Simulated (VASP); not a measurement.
# BF (P-6m2) in VASP: single point with PBE

Aim: the single point of BF with PBE.

Everything below comes from runs of VASP 6.6.1. Logs are shortened: lines on timing, memory, paths and dates and some standing lists are left out, and cuts for length are marked.

### 1 The cell of the first run

It takes space group P-6m2 (No. 187, hexagonal). Conventional cell: a = 2.237 Å, b = 2.237 Å, c = 3.432 Å, α = 90.00°, β = 90.00°, γ = 120.00°. Within 2.8 Å of B (site symmetry -6m2) lie 6 F at 2.15 Å and 6 B at 2.24 Å. Within 2.8 Å of F (site symmetry -6m2) lie 6 B at 2.15 Å and 6 F at 2.24 Å.

### 2 Single point, PBE

File INCAR:

```
  ALGO = Normal
  EDIFF = 1E-6
  ENCUT = 600
  GGA = PE
  GGA_COMPAT = F
  ISIF = 2
  ISMEAR = 0
  LASPH = T
  LCHARG = F
  LREAL = F
  LWAVE = F
  NBANDS = 12
  NELM = 120
  PREC = Accurate
  SIGMA = 0.2
```

File KPOINTS:

```
k-points
0
Gamma
  8 8 5
```

File POSCAR:

```
BF
1.0
    2.2371589871     -0.0000000025      0.0000000000
   -1.1185794914      1.9374365164      0.0000000000
    0.0000000000      0.0000000000      3.4317591541
B F
1 1
Direct
    0.0000000000      0.0000000000      0.5000000000
    0.6666666667      0.3333333333      0.0000000000
```

Potentials or basis: VASP PAW PBE potentials, release 64 (B, F).

The run is started by

```bash
cat potpaw_PBE.64/B/POTCAR potpaw_PBE.64/F/POTCAR > POTCAR
mpirun -np 1 vasp_std > vasp.out
```

OUTCAR:

```text
EDIFF = 1E-6
   ENCUT = 600
   GGA = PE
   ISIF = 2
   ISMEAR = 0
   LASPH = T
   LREAL = F
   NELM = 120
   PREC = Accurate

 ion  position               nearest neighbor table
   1  0.000  0.000  0.500-
   2  0.667  0.333  0.000-

  LATTYP: Found a hexagonal cell.
 ALAT       =     2.2371589871
 C/A-ratio  =     1.5339808989

  Lattice vectors:

 A1 = (   2.2371589871,  -0.0000000025,   0.0000000000)
 A2 = (  -1.1185794914,   1.9374365164,   0.0000000000)
 A3 = (   0.0000000000,   0.0000000000,   3.4317591541)

Analysis of symmetry for initial positions (statically):
=====================================================================
 Subroutine PRICEL returns:
 Original cell was already a primitive cell.

 Routine SETGRP: Setting up the symmetry group for a
 hexagonal supercell.

 Subroutine GETGRP returns: Found 12 space group operations
 (whereof 12 operations were pure point group operations)
 out of a pool of 24 trial point group operations.

The static configuration has the point symmetry D_3h.

Analysis of symmetry for dynamics (positions and initial velocities):
=====================================================================
 Subroutine PRICEL returns:
 Original cell was already a primitive cell.

 Routine SETGRP: Setting up the symmetry group for a
 hexagonal supercell.

 Subroutine GETGRP returns: Found 12 space group operations
 (whereof 12 operations were pure point group operations)
 out of a pool of 24 trial point group operations.

The dynamic configuration has the point symmetry D_3h.

 Subroutine INISYM returns: Found 12 space group operations
 (whereof 12 operations are pure point group operations),
 and found     1 'primitive' translations

----------------------------------------------------------------------------------------

                                     Primitive cell

  volume of cell :      14.8745

  direct lattice vectors                    reciprocal lattice vectors
     2.237158987 -0.000000003  0.000000000     0.446995500  0.258072972  0.000000000
    -1.118579491  1.937436516  0.000000000     0.000000001  0.516145944  0.000000000
     0.000000000  0.000000000  3.431759154     0.000000000  0.000000000  0.291395741

  length of vectors
     2.237158987  2.237158987  3.431759154     0.516145944  0.516145944  0.291395741

  position of ions in fractional coordinates (direct lattice)
     0.000000000  0.000000000  0.500000000
     0.666666667  0.333333333  0.000000000

  ion indices of the primitive-cell ions
   primitive index   ion index
                 1           1
                 2           2

----------------------------------------------------------------------------------------

 KPOINTS: k-points

Automatic generation of k-mesh.
 Grid dimensions read from file:
 generate k-points for:    8    8    5

 Generating k-lattice:

  Cartesian coordinates                     Fractional coordinates (reciprocal lattice)
     0.055874438  0.032259121  0.000000000     0.125000000 -0.000000000  0.000000000
     0.000000000  0.064518243  0.000000000    -0.000000000  0.125000000  0.000000000
     0.000000000  0.000000000  0.058279148     0.000000000  0.000000000  0.200000000

  Length of vectors
     0.064518243  0.064518243  0.058279148

  Shift w.r.t. Gamma in fractional coordinates (k-lattice)
     0.000000000  0.000000000  0.000000000

 Subroutine IBZKPT returns following result:
 ===========================================

 Found     30 irreducible k-points:

 Following reciprocal coordinates:
            Coordinates               Weight
  0.000000  0.000000  0.000000      1.000000
  0.125000 -0.000000  0.000000      6.000000
  0.250000 -0.000000  0.000000      6.000000
  0.375000 -0.000000  0.000000      6.000000
  0.500000 -0.000000  0.000000      3.000000
  0.125000  0.125000  0.000000      6.000000
[... 16 lines left out ...]
  0.250000 -0.000000  0.400000     12.000000
  0.375000 -0.000000  0.400000     12.000000
 [... further k-points ...]
   k-points           NKPTS =     30   k-points in BZ     NKDIM =     30   number of bands    NBANDS=     12
   number of dos      NEDOS =    301   number of ions     NIONS =      2
   total plane-waves  NPLWV =   9072
   dimension x,y,z NGX =    18 NGY =   18 NGZ =   28
   dimension x,y,z NGXF=    36 NGYF=   36 NGZF=   56
   ions per type =               1   1
   NGX,Y,Z   is equivalent  to a cutoff of  13.38, 13.38, 13.56 a.u.
   NGXF,Y,Z  is equivalent  to a cutoff of  26.75, 26.75, 27.13 a.u.
 SYSTEM =  unknown system
   PREC   = accura    normal or accurate (medium, high low for compatibility)
   ISTART =      0    job   : 0-new  1-cont  2-samecut
   ICHARG =      2    charge: 1-file 2-atom 10-const
   ISPIN  =      1    spin polarized calculation?
   LNONCOLLINEAR =      F non collinear calculations
   LSORBIT =      F    spin-orbit coupling
   LASPH  =      T    aspherical Exc in radial PAW
   ENCUT  =  600.0 eV  44.10 Ry    6.64 a.u.   4.47  4.47  6.85*2*pi/ulx,y,z
   NELM   =    120;   NELMIN=  2; NELMDL= -5     # of ELM steps
   EDIFF  = 0.1E-05   stopping-criterion for ELM
   LREAL  =      F    real-space projection
   EDIFFG = 0.1E-04   stopping-criterion for IOM
   NSW    =      0    number of steps for IOM
   IBRION =     -1    ionic relax: 0-MD 1-quasi-New 2-CG
   NFREE  =      0    steps in history (QN), initial steepest desc. (CG)
   ISIF   =      2    stress and relaxation
   ISYM   =      2    0-nonsym 1-usesym 2-fastsym
   POTIM  = 0.5000    time-step for ionic-motion
   TEBEG  =    0.0;   TEEND  =   0.0 temperature during run
   PSTRESS=    0.0 pullay stress
   NELECT =      10.0000    total number of electrons
   NUPDOWN=      -1.0000    fix difference up-down
   EMIN   =  10.00;   EMAX   =-10.00  energy-range for DOS
   EFERMI =   0.00;   METHOD = LEGACY
   ISMEAR =     0;   SIGMA  =   0.20  broadening in eV -4-tet -1-fermi 0-gaus
   EFERMI_NEDOS =   21; number of points for ismear=-14 and -15
   IALGO  =     38    algorithm
   IMIX   =      4    mixing-type and parameters
     AMIX     =   0.40;   BMIX     =  1.00
     AMIX_MAG =   1.60;   BMIX_MAG =  1.00
  volume/ion in A,a.u.               =       7.44        50.19
  Fermi-wavevector in a.u.,A,eV,Ry     =   1.434150  2.710150 27.984260  2.056785
  Thomas-Fermi vector in A             =   2.553590
   LORBIT       =      0    0 simple, 1 ext, 2 COOP (PROOUT), +10 PAW based schemes
   GGA     = PE    functional components
   LHFCALC =     F    Hartree Fock is set to
   AEXX    =    0.0000 exact exchange contribution
   IVDW    =     0    specifies the selected vdW correction
   LEPSILON=     F    determine dielectric tensor
   LRPA    =     F    only Hartree local field effects (RPA)
 non-spin polarized calculation
 Gauss-broadening in eV      SIGMA  =   0.20
  energy-cutoff  :      600.00
  volume of cell :       14.87
 maximum number of plane-waves:       523
 NGX is ok and might be reduce to    18
   NGX =  9   NGY =  9   NGZ = 13

 number of electron       9.9999999 magnetization

 number of electron      10.0000000 magnetization

 Free energy of the ion-electron system (eV)
  ---------------------------------------------------
  ext. energy  EPLUGINS =         0.00000000
  ---------------------------------------------------
  free energy    TOTEN  =        -7.18038291 eV

  energy without entropy =       -7.18037189  energy(sigma->0) =       -7.18037740

 E-fermi :   4.6695     XC(G=0): -12.0704

 val. band max:        4.1548941804   @ k =   0.3750   0.2500   0.2000
 cond. band min:       5.1583216490   @ k =   0.5000  -0.0000   0.2000
 fundamental gap:      1.0034274686
 Fermi energy:         4.6695233932

 k-point     1 :       0.0000    0.0000    0.0000
  band No.  band energies     occupation
      1     -19.7389      2.00000
      2      -4.2652      2.00000
      3      -3.0544      2.00000
      4       3.8875      2.00000
      5       3.8875      2.00000
      6      10.8464      0.00000
      7      16.3136      0.00000
      8      16.3136      0.00000
      9      21.4375      0.00000
     10      33.4250      0.00000
     11      33.4250      0.00000
     12      34.6558      0.00000

 k-point     2 :       0.1250   -0.0000    0.0000
  band No.  band energies     occupation
      1     -19.4514      2.00000
      2      -3.9354      2.00000
      3      -2.6662      2.00000
      4       3.0385      2.00000
      5       3.6922      2.00000
      6      10.7337      0.00000
      7      14.7597      0.00000
      8      15.6737      0.00000
      9      22.4618      0.00000
     10      29.5820      0.00000
     11      33.3417      0.00000
     12      35.0804      0.00000

 k-point     3 :       0.2500   -0.0000    0.0000
  band No.  band energies     occupation
      1     -18.6885      2.00000
      2      -3.1253      2.00000
      3      -1.6085      2.00000
      4       1.2982      2.00000
      5       3.2388      2.00000
      6      10.3603      0.00000
      7      11.3404      0.00000
      8      14.4075      0.00000
      9      23.3599      0.00000
     10      28.0592      0.00000
     11      28.1216      0.00000
     12      32.9211      0.00000

 k-point     4 :       0.3750   -0.0000    0.0000
  band No.  band energies     occupation
      1     -17.7936      2.00000
      2      -2.8778      2.00000
      3      -0.2914      2.00000
      4       0.7835      2.00000
      5       2.8096      2.00000
      6       7.7012      0.00000
      7       9.7417      0.00000
      8      13.3879      0.00000
      9      22.4845      0.00000
     10      24.1860      0.00000
     11      29.6118      0.00000
     12      31.7927      0.00000

 k-point     5 :       0.5000   -0.0000    0.0000
  band No.  band energies     occupation
      1     -17.3683      2.00000
      2      -3.2621      2.00000
      3       0.3808      2.00000
      4       1.6520      2.00000
      5       2.6380      2.00000
      6       5.6636      0.00000
      7       9.3534      0.00000
      8      13.0145      0.00000
      9      21.9904      0.00000
     10      22.8074      0.00000
     11      30.4337      0.00000
     12      31.5832      0.00000
[... 228 lines left out ...]
      1     -19.5462      2.00000
      2      -7.6556      2.00000
      3       3.0192      2.00000
      4       3.9234      2.00000
      5       3.9234      2.00000
      6       7.2066      0.00000
      7      16.2890      0.00000
      8      16.2890      0.00000
      9      25.1132      0.00000
     10      30.2470      0.00000
     11      32.9556      0.00000
     12      32.9556      0.00000

 k-point    22 :       0.1250   -0.0000    0.4000
  band No.  band energies     occupation
      1     -19.2681      2.00000
      2      -7.1934      2.00000
      3       2.3608      2.00000
      4       3.6140      2.00000
      5       3.7444      2.00000
      6       7.8430      0.00000
      7      14.6173      0.00000
      8      15.5357      0.00000
      9      25.6690      0.00000
     10      28.9893      0.00000
     11      30.6239      0.00000
     12      32.2036      0.00000

 k-point    23 :       0.2500   -0.0000    0.4000
  band No.  band energies     occupation
      1     -18.5323      2.00000
      2      -5.8435      2.00000
      3       0.2835      2.00000
      4       3.3295      2.00000
      5       3.7674      2.00000
      6       8.9643      0.00000
      7      10.9373      0.00000
      8      14.0719      0.00000
      9      24.8895      0.00000
     10      26.2473      0.00000
     11      29.5014      0.00000
     12      32.3371      0.00000

 k-point    24 :       0.3750   -0.0000    0.4000
  band No.  band energies     occupation
      1     -17.6748      2.00000
      2      -3.8147      2.00000
      3      -1.6926      2.00000
      4       2.9364      2.00000
      5       3.4790      2.00000
      6       7.1735      0.00000
      7      10.5549      0.00000
      8      12.9091      0.00000
      9      22.1371      0.00000
     10      25.0493      0.00000
     11      30.5368      0.00000
     12      31.5454      0.00000

 [... further k-points ...]

------------------------ aborting loop because EDIFF is reached ----------------------------------------

  FORCE on cell =-STRESS in cart. coord.  units (eV):
  Direction    XX          YY          ZZ          XY          YZ          ZX
  --------------------------------------------------------------------------------------
  -------------------------------------------------------------------------------------
  Total       -0.0491364     -0.0491364     -0.0553118      0.0000000     -0.0000000      0.0000000
  in kB       -5.2926435     -5.2926435     -5.9578232      0.0000000     -0.0000000      0.0000000
  external PRESSURE =      -5.5143701 kB  Pullay stress =       0.0000000 kB

 VOLUME and BASIS-vectors are now :
 -----------------------------------------------------------------------------
  energy-cutoff  :      600.00
  volume of cell :       14.87
      direct lattice vectors                 reciprocal lattice vectors
     2.237158987 -0.000000003  0.000000000     0.446995500  0.258072972  0.000000000
    -1.118579491  1.937436516  0.000000000     0.000000001  0.516145944  0.000000000
     0.000000000  0.000000000  3.431759154     0.000000000  0.000000000  0.291395741

 POSITION                                       TOTAL-FORCE (eV/Angst)
 -----------------------------------------------------------------------------------
      0.00000      0.00000      1.71588        -0.000000      0.000000      0.000000
      1.11858      0.64581      0.00000         0.000000      0.000000      0.000000
 -----------------------------------------------------------------------------------
    total drift:                               -0.000000      0.000000      0.000000

  FREE ENERGIE OF THE ION-ELECTRON SYSTEM (eV)
  ---------------------------------------------------
  free  energy   TOTEN  =        -7.1803829121 eV

  energy  without entropy=       -7.1803718864  energy(sigma->0) =       -7.18037740
```

Wall time 8.8 s (1 thread of Intel Xeon 8259CL, shared host); peak memory 0.12 GiB.

What came out:

```
Free energy            : -7.1804 eV
Pressure               : -0.6 GPa
Band gap on the k mesh : 1.00 eV, indirect (least direct gap 1.57 eV)
```

Levels at points of the mesh, in eV from the valence-band top:
```tsv
k point	band 3	band 4	band 5	band 6	band 7	band 8
(0.00, 0.00, 0.00)	-7.21	-0.27	-0.27	6.69	12.16	12.16
(0.50, 0.00, 0.00)	-3.77	-2.50	-1.52	1.51	5.20	8.86
```

A k mesh can miss the band edges. A hybrid or GW would open this gap; PBE tends to underestimate it.
